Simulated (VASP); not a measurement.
# C: single point with PBE

Crystal: C.

```
C
1.0
     1.77608    0.00000    0.00000
     0.00000    1.77608    0.00000
     0.00000    0.00000    1.77608
C
1
Cartesian
  0.0000 0.0000 0.0000
```

```json
{
 "Program": "VASP 6.6.1",
 "Task": "single point",
 "Functional": "PBE",
 "Potentials or basis": "VASP PAW PBE potentials, release 64 (C)",
 "Cutoff": "520 eV",
 "k mesh": "30 × 30 × 30",
 "Occupations": "gaussian, width 0.1 eV",
 "Spin": "no spin polarisation"
}
```

| Item | Value |
| --- | --- |
| Pressure | 0.2 GPa |
| Band gap on the k mesh | zero (band 2 reaches 20.09 eV, above the bottom of band 3 at 7.98 eV) |

Levels at points of the mesh, in eV from the Fermi level:
```csv
k point,band 1,band 2,band 3,band 4,band 5
"(0.00, 0.00, 0.00)",-22.08,9.27,9.27,9.27,25.43
"(0.50, 0.00, 0.00)",-12.69,-12.15,12.56,12.56,29.55
"(0.50, 0.50, 0.00)",-6.04,-6.04,-2.84,8.17,15.23
"(0.50, 0.50, 0.50)",-1.01,-1.01,-1.01,8.39,17.42
```

It took 8.4 s on 1 thread of Intel(R) Xeon(R) Platinum 8488C (Sapphire Rapids), on a shared host, peak memory 0.13 GiB.
